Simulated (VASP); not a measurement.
# Ti12H3S12N in VASP: further runs

Ti12H3S12N is run at these levels: PBEsol; tasks: single point.

Program: VASP 6.6.1. These are calculated values, not measurements. Logs are shortened: lines on timing, memory, paths and dates and some standing lists are left out, and cuts for length are marked.

### 1 The cell of the first run

The cell holds a slab with vacuum, 28 atoms: a = 6.534 Å, b = 6.534 Å, c = 21.043 Å, α = 90.00°, β = 90.00°, γ = 120.00°.

### 2 Single point, PBEsol

The input, INCAR:

```
SYSTEM = Ti12H3S12N
  PREC = Accurate
  ENCUT = 520
  EDIFF = 1E-6
  ISMEAR = -1
  SIGMA = 0.05
  LREAL = Auto
  LASPH = .True.
  NELM = 100
  ALGO = Normal
  ISIF = 2
  LWAVE = .False.
  LCHARG = .False.
  GGA = PS
  NBANDS = 132
```

The input, KPOINTS:

```
regular mesh
0
Gamma
  2 2 1
  0 0 0
```

The input, POSCAR:

```
Ti12H3S12N
1.0
    6.5343420000      0.0000000000      0.0000000000
   -3.2671710000      5.6589060000      0.0000000000
    0.0000000000      0.0000000000     21.0426550000
Ti S N H
12 12 1 3
Direct
    0.3333398818      0.1666753256      0.0475225203
    0.3333575531      0.1667106681      0.1996421079
    0.3335519370      0.1670994358      0.3585479114
    0.3333329799      0.6666659598      0.0475225203
    0.3333153086      0.6666306173      0.1996278511
    0.3330750135      0.6662418496      0.3586286997
    0.8333443199      0.1666753256      0.0475225203
    0.8333466874      0.1667106681      0.1996421079
    0.8335458063      0.1671701209      0.3585716726
    0.8333374180      0.6666659598      0.0475225203
    0.8333197467      0.6666306173      0.1996326034
    0.8330475753      0.6659944519      0.3586809744
    0.0000000000      0.0000000000      0.1210541160
    0.0000859888      0.0001413701      0.2751601450
   -0.0000777875     -0.0002473976      0.4227508363
   -0.0000528132      0.4999906342      0.1210351070
   -0.0000687513      0.4998669354      0.2750603477
   -0.0003664553      0.5002203606      0.4222090796
    0.5000221094      0.0000353425      0.1210446115
    0.5000356800      0.0001236988      0.2751173747
    0.5002494682      0.0004594528      0.4225369850
    0.5000346118      0.4999729630      0.1210398593
    0.4999027117      0.4998315929      0.2750698522
    0.5006633347      0.5002203606      0.4222946201
    0.7591998523      0.5004854295      0.5385442094
    0.8271893284      0.6695817177      0.5537324069
    0.5937921920      0.4036645952      0.5561417986
    0.8593079199      0.4360383438      0.5563889158
```

Potentials or basis: VASP PAW PBE potentials, release 64 (Ti_sv, S, N, H).

Launch:

```bash
$ cat potpaw_PBE.64/Ti_sv/POTCAR potpaw_PBE.64/S/POTCAR potpaw_PBE.64/N/POTCAR potpaw_PBE.64/H/POTCAR > POTCAR
$ mpirun -np 1 vasp_std > vasp.out
```

OUTCAR:

```text
SYSTEM = Ti12H3S12N
   PREC = Accurate
   ENCUT = 520
   EDIFF = 1E-6
   ISMEAR = -1
   LREAL = Auto
   LASPH = .True.
   NELM = 100
   ISIF = 2
   GGA = PS

 ion  position               nearest neighbor table
   1  0.333  0.167  0.048-  22 2.44  19 2.44  13 2.44
   2  0.333  0.167  0.200-  23 2.46  20 2.47  14 2.47  22 2.51  13 2.51  19 2.51
   3  0.334  0.167  0.359-  24 2.31  21 2.32  15 2.32  23 2.58  14 2.58  20 2.58
   4  0.333  0.667  0.048-  16 2.44  19 2.44  22 2.44
   5  0.333  0.667  0.200-  17 2.47  23 2.47  20 2.47  22 2.51  16 2.51  19 2.51
   6  0.333  0.666  0.359-  18 2.31  24 2.31  21 2.32  17 2.58  23 2.58  20 2.58
   7  0.833  0.167  0.048-  16 2.44  19 2.44  13 2.44
   8  0.833  0.167  0.200-  17 2.46  20 2.47  14 2.47  16 2.51  19 2.51  13 2.51
   9  0.834  0.167  0.359-  18 2.31  21 2.32  15 2.32  17 2.58  14 2.58  20 2.58
  10  0.833  0.667  0.048-  16 2.44  22 2.44  13 2.44
  11  0.833  0.667  0.200-  17 2.47  23 2.47  14 2.47  16 2.51  22 2.51  13 2.51
  12  0.833  0.666  0.359-  18 2.31  24 2.31  15 2.32  17 2.58  23 2.58  14 2.58
  13  0.000  0.000  0.121-   7 2.44  10 2.44   1 2.44  11 2.51   2 2.51   8 2.51
  14  0.000  0.000  0.275-   2 2.47   8 2.47  11 2.47   3 2.58   9 2.58  12 2.58
  15  1.000  1.000  0.423-  12 2.32   3 2.32   9 2.32
  16  1.000  0.500  0.121-  10 2.44   7 2.44   4 2.44  11 2.51   8 2.51   5 2.51
  17  1.000  0.500  0.275-   8 2.46  11 2.47   5 2.47   9 2.58   6 2.58  12 2.58
  18  1.000  0.500  0.422-  12 2.31   9 2.31   6 2.31
  19  0.500  0.000  0.121-   7 2.44   1 2.44   4 2.44   8 2.51   2 2.51   5 2.51
  20  0.500  0.000  0.275-   2 2.47   8 2.47   5 2.47   3 2.58   9 2.58   6 2.58
  21  0.500  0.000  0.423-   9 2.32   3 2.32   6 2.32
  22  0.500  0.500  0.121-   1 2.44  10 2.44   4 2.44  11 2.51   2 2.51   5 2.51
  23  0.500  0.500  0.275-   2 2.46   5 2.47  11 2.47   3 2.58   6 2.58  12 2.58
  24  0.501  0.500  0.422-  12 2.31   3 2.31   6 2.31
  25  0.759  0.500  0.539-  28 1.01  27 1.01  26 1.01
  26  0.827  0.670  0.554-  25 1.01
  27  0.594  0.404  0.556-  25 1.01
  28  0.859  0.436  0.556-  25 1.01

  LATTYP: Found a hexagonal cell.
 ALAT       =     6.5343420000
 C/A-ratio  =     3.2203173632

  Lattice vectors:

 A1 = (   6.5343420000,   0.0000000000,   0.0000000000)
 A2 = (  -3.2671710000,   5.6589060000,   0.0000000000)
 A3 = (   0.0000000000,   0.0000000000,  21.0426550000)

Analysis of symmetry for initial positions (statically):
=====================================================================
 Subroutine PRICEL returns:
 Original cell was already a primitive cell.

 Routine SETGRP: Setting up the symmetry group for a
 hexagonal supercell.

 Subroutine GETGRP returns: Found  1 space group operations
 (whereof  1 operations were pure point group operations)
 out of a pool of 24 trial point group operations.

The static configuration has the point symmetry C_1 .

Analysis of symmetry for dynamics (positions and initial velocities):
=====================================================================
 Subroutine PRICEL returns:
 Original cell was already a primitive cell.

 Routine SETGRP: Setting up the symmetry group for a
 hexagonal supercell.

 Subroutine GETGRP returns: Found  1 space group operations
 (whereof  1 operations were pure point group operations)
 out of a pool of 24 trial point group operations.

The dynamic configuration has the point symmetry C_1 .

 Subroutine INISYM returns: Found  1 space group operations
 (whereof  1 operations are pure point group operations),
 and found     1 'primitive' translations

----------------------------------------------------------------------------------------

                                     Primitive cell

  volume of cell :     778.0990

  direct lattice vectors                    reciprocal lattice vectors
     6.534342000  0.000000000  0.000000000     0.153037597  0.088356301  0.000000000
    -3.267171000  5.658906000  0.000000000     0.000000000  0.176712601  0.000000000
     0.000000000  0.000000000 21.042655000     0.000000000  0.000000000  0.047522520

  length of vectors
     6.534342000  6.534341854 21.042655000     0.176712597  0.176712601  0.047522520

  position of ions in fractional coordinates (direct lattice)
     0.333339882  0.166675326  0.047522520
     0.333357553  0.166710668  0.199642108
     0.333551937  0.167099436  0.358547911
     0.333332980  0.666665960  0.047522520
     0.333315309  0.666630617  0.199627851
     0.333075014  0.666241850  0.358628700
[... 20 lines left out ...]
     0.593792192  0.403664595  0.556141799
     0.859307920  0.436038344  0.556388916

  ion indices of the primitive-cell ions
   primitive index   ion index
                 1           1
                 2           2
                 3           3
                 4           4
                 5           5
                 6           6
[... 20 lines left out ...]
                27          27
                28          28

----------------------------------------------------------------------------------------

 KPOINTS: regular mesh

Automatic generation of k-mesh.
 Grid dimensions read from file:
 generate k-points for:    2    2    1

 Generating k-lattice:

  Cartesian coordinates                     Fractional coordinates (reciprocal lattice)
     0.076518799  0.044178150  0.000000000     0.500000000  0.000000000  0.000000000
     0.000000000  0.088356301  0.000000000     0.000000000  0.500000000  0.000000000
     0.000000000  0.000000000  0.047522520     0.000000000  0.000000000  1.000000000

  Length of vectors
     0.088356299  0.088356301  0.047522520

  Shift w.r.t. Gamma in fractional coordinates (k-lattice)
     0.000000000  0.000000000  0.000000000

 Subroutine IBZKPT returns following result:
 ===========================================

 Found      4 irreducible k-points:

 Following reciprocal coordinates:
            Coordinates               Weight
  0.000000  0.000000  0.000000      1.000000
  0.500000  0.000000  0.000000      1.000000
  0.000000  0.500000  0.000000      1.000000
  0.500000  0.500000  0.000000      1.000000
   k-points           NKPTS =      4   k-points in BZ     NKDIM =      4   number of bands    NBANDS=    132
   number of dos      NEDOS =    301   number of ions     NIONS =     28
   total plane-waves  NPLWV = 400000
   dimension x,y,z NGX =    50 NGY =   50 NGZ =  160
   dimension x,y,z NGXF=   100 NGYF=  100 NGZF=  320
   ions per type =              12  12   1   3
   NGX,Y,Z   is equivalent  to a cutoff of  12.72, 12.72, 12.64 a.u.
   NGXF,Y,Z  is equivalent  to a cutoff of  25.44, 25.44, 25.28 a.u.
 SYSTEM =  Ti12H3S12N
   PREC   = accura    normal or accurate (medium, high low for compatibility)
   ISTART =      0    job   : 0-new  1-cont  2-samecut
   ICHARG =      2    charge: 1-file 2-atom 10-const
   ISPIN  =      1    spin polarized calculation?
   LNONCOLLINEAR =      F non collinear calculations
   LSORBIT =      F    spin-orbit coupling
   LASPH  =      T    aspherical Exc in radial PAW
   ENCUT  =  520.0 eV  38.22 Ry    6.18 a.u.  12.15 12.15 39.13*2*pi/ulx,y,z
   NELM   =    100;   NELMIN=  2; NELMDL= -5     # of ELM steps
   EDIFF  = 0.1E-05   stopping-criterion for ELM
   LREAL  =      T    real-space projection
   EDIFFG = 0.1E-04   stopping-criterion for IOM
   NSW    =      0    number of steps for IOM
   IBRION =     -1    ionic relax: 0-MD 1-quasi-New 2-CG
   NFREE  =      0    steps in history (QN), initial steepest desc. (CG)
   ISIF   =      2    stress and relaxation
   ISYM   =      2    0-nonsym 1-usesym 2-fastsym
   POTIM  = 0.5000    time-step for ionic-motion
   TEBEG  =    0.0;   TEEND  =   0.0 temperature during run
   PSTRESS=    0.0 pullay stress
   NELECT =     224.0000    total number of electrons
   NUPDOWN=      -1.0000    fix difference up-down
   EMIN   =  10.00;   EMAX   =-10.00  energy-range for DOS
   EFERMI =   0.00;   METHOD = LEGACY
   ISMEAR =    -1;   SIGMA  =   0.05  broadening in eV -4-tet -1-fermi 0-gaus
   EFERMI_NEDOS =   21; number of points for ismear=-14 and -15
   IALGO  =     38    algorithm
   IMIX   =      4    mixing-type and parameters
     AMIX     =   0.40;   BMIX     =  1.00
     AMIX_MAG =   1.60;   BMIX_MAG =  1.00
  volume/ion in A,a.u.               =      27.79       187.53
  Fermi-wavevector in a.u.,A,eV,Ry     =   1.080967  2.042732 15.898275  1.168490
  Thomas-Fermi vector in A             =   2.216972
   LORBIT       =      0    0 simple, 1 ext, 2 COOP (PROOUT), +10 PAW based schemes
   GGA     = PS    functional components
   LHFCALC =     F    Hartree Fock is set to
   AEXX    =    0.0000 exact exchange contribution
   IVDW    =     0    specifies the selected vdW correction
   LEPSILON=     F    determine dielectric tensor
   LRPA    =     F    only Hartree local field effects (RPA)
 non-spin polarized calculation
  energy-cutoff  :      520.00
  volume of cell :      778.10
 maximum number of plane-waves:     20966
 NGX is ok and might be reduce to    50
   NGX = 25   NGY = 25   NGZ = 79

 number of electron     223.9999957 magnetization

 Free energy of the ion-electron system (eV)
  ---------------------------------------------------
  ext. energy  EPLUGINS =         0.00000000
  ---------------------------------------------------
  free energy    TOTEN  =      -199.08292351 eV

  energy without entropy =     -198.84645815  energy(sigma->0) =     -198.96469083

 E-fermi :   2.2437     XC(G=0):  -6.7494

 val. band max:        2.1670243306   @ k =   0.0000   0.5000   0.0000
 cond. band min:       2.2991990149   @ k =   0.5000   0.5000   0.0000
 fundamental gap:      0.1321746843
 Fermi energy:         2.2437372839

 k-point     1 :       0.0000    0.0000    0.0000
  band No.  band energies     occupation
      1     -54.7440      2.00000
      2     -54.7349      2.00000
      3     -54.7239      2.00000
      4     -54.7231      2.00000
      5     -54.7229      2.00000
      6     -54.7145      2.00000
[... 116 lines left out ...]
    123       3.4754      0.00000
    124       3.4759      0.00000

 k-point     2 :       0.5000    0.0000    0.0000
  band No.  band energies     occupation
      1     -54.7339      2.00000
      2     -54.7334      2.00000
      3     -54.7246      2.00000
      4     -54.7244      2.00000
      5     -54.7235      2.00000
      6     -54.7230      2.00000
[... 116 lines left out ...]
    123       3.2663      0.00000
    124       3.2676      0.00000

 k-point     3 :       0.0000    0.5000    0.0000
  band No.  band energies     occupation
      1     -54.7341      2.00000
      2     -54.7332      2.00000
      3     -54.7251      2.00000
      4     -54.7237      2.00000
      5     -54.7236      2.00000
      6     -54.7229      2.00000
[... 116 lines left out ...]
    123       3.2665      0.00000
    124       3.2670      0.00000

 k-point     4 :       0.5000    0.5000    0.0000
  band No.  band energies     occupation
      1     -54.7339      2.00000
      2     -54.7334      2.00000
      3     -54.7245      2.00000
      4     -54.7244      2.00000
      5     -54.7235      2.00000
      6     -54.7229      2.00000
[... 116 lines left out ...]
    123       3.2663      0.00000
    124       3.2676      0.00000
 [bands above 124 left out]

------------------------ aborting loop because EDIFF is reached ----------------------------------------

  FORCE on cell =-STRESS in cart. coord.  units (eV):
  Direction    XX          YY          ZZ          XY          YZ          ZX
  --------------------------------------------------------------------------------------
  -------------------------------------------------------------------------------------
  Total      -10.7680689    -11.2257504     -4.9438510      0.0319133     -0.4262696     -0.0139635
  in kB      -22.1724422    -23.1148505    -10.1798430      0.0657124     -0.8777282     -0.0287522
  external PRESSURE =     -18.4890452 kB  Pullay stress =       0.0000000 kB

 VOLUME and BASIS-vectors are now :
 -----------------------------------------------------------------------------
  energy-cutoff  :      520.00
  volume of cell :      778.10
      direct lattice vectors                 reciprocal lattice vectors
     6.534342000  0.000000000  0.000000000     0.153037597  0.088356301  0.000000000
    -3.267171000  5.658906000  0.000000000     0.000000000  0.176712601  0.000000000
     0.000000000  0.000000000 21.042655000     0.000000000  0.000000000  0.047522520

 POSITION                                       TOTAL-FORCE (eV/Angst)
 -----------------------------------------------------------------------------------
      1.63360      0.94320      1.00000         0.000189     -0.001723      0.626074
      1.63360      0.94340      4.20100        -0.002686     -0.001706     -0.019274
      1.63360      0.94560      7.54480        -0.021348      0.025236     -1.034935
      0.00000      3.77260      1.00000         0.000431      0.000165      0.630914
     -0.00000      3.77240      4.20070        -0.001287     -0.000748     -0.027807
     -0.00030      3.77020      7.54650        -0.001846     -0.004823     -0.969713
[... 20 lines left out ...]
      2.56120      2.28430     11.70270        -0.365357     -0.258918      0.187665
      4.19040      2.46750     11.70790         0.403474     -0.171374      0.201900
 -----------------------------------------------------------------------------------
    total drift:                               -0.001502      0.000823     -0.035764

  FREE ENERGIE OF THE ION-ELECTRON SYSTEM (eV)
  ---------------------------------------------------
  free  energy   TOTEN  =      -199.0829235077 eV

  energy  without entropy=     -198.8464581540  energy(sigma->0) =     -198.96469083
```

Wall time 25 min (1 thread of AMD EPYC 7R13 (Zen 3), shared host); peak memory 0.92 GiB.

What came out:

* Free energy: -199.0829 eV
* Largest force: 1.197 eV/Å
* Band gap on the k mesh: zero (bands 112 and 113 overlap by 0.13 eV)

Forces in eV/Å, atoms in the order of the input:
```
Ti   0.000 -0.002  0.626
Ti  -0.003 -0.002 -0.019
Ti  -0.021  0.025 -1.035
Ti   0.000  0.000  0.631
Ti  -0.001 -0.001 -0.028
Ti  -0.002 -0.005 -0.970
Ti   0.000 -0.002  0.626
Ti   0.003  0.000 -0.020
Ti   0.018  0.030 -1.028
Ti   0.000  0.000  0.626
Ti   0.001 -0.001 -0.016
Ti  -0.001  0.024 -1.196
S    0.000 -0.002 -0.200
S    0.002  0.008 -0.184
S    0.003 -0.036  0.863
S    0.000  0.001 -0.204
S   -0.008 -0.004 -0.231
S    0.049  0.023  0.646
S    0.000  0.000 -0.204
S   -0.003  0.013 -0.207
S    0.004  0.017  0.830
S    0.001  0.002 -0.205
S    0.006 -0.006 -0.224
S   -0.031  0.028  0.699
N   -0.015 -0.005  0.001
H   -0.039  0.324  0.033
H   -0.365 -0.259  0.188
H    0.403 -0.171  0.202
```

Levels at points of the mesh, in eV from the Fermi level:
```tsv
k point	band 109	band 110	band 111	band 112	band 113	band 114	band 115	band 116
(0.00, 0.00, 0.00)	-0.18	-0.17	-0.11	0.19	0.19	0.33	0.33	0.33
(0.50, 0.00, 0.00)	-0.26	-0.26	-0.08	-0.08	0.06	0.06	0.08	0.11
(0.00, 0.50, 0.00)	-0.26	-0.25	-0.08	-0.08	0.06	0.06	0.07	0.15
(0.50, 0.50, 0.00)	-0.26	-0.26	-0.08	-0.08	0.06	0.06	0.08	0.13
```

Caveat: the k points lie up to 0.56 Å⁻¹ apart; there is no dipole correction, which matters where the two faces differ; the PAW data sets were made with another functional, which shifts forces and pressure a little.

[end of part 1 of 2]

The gap in the log of VASP goes by the Fermi energy; the results here count the filled bands.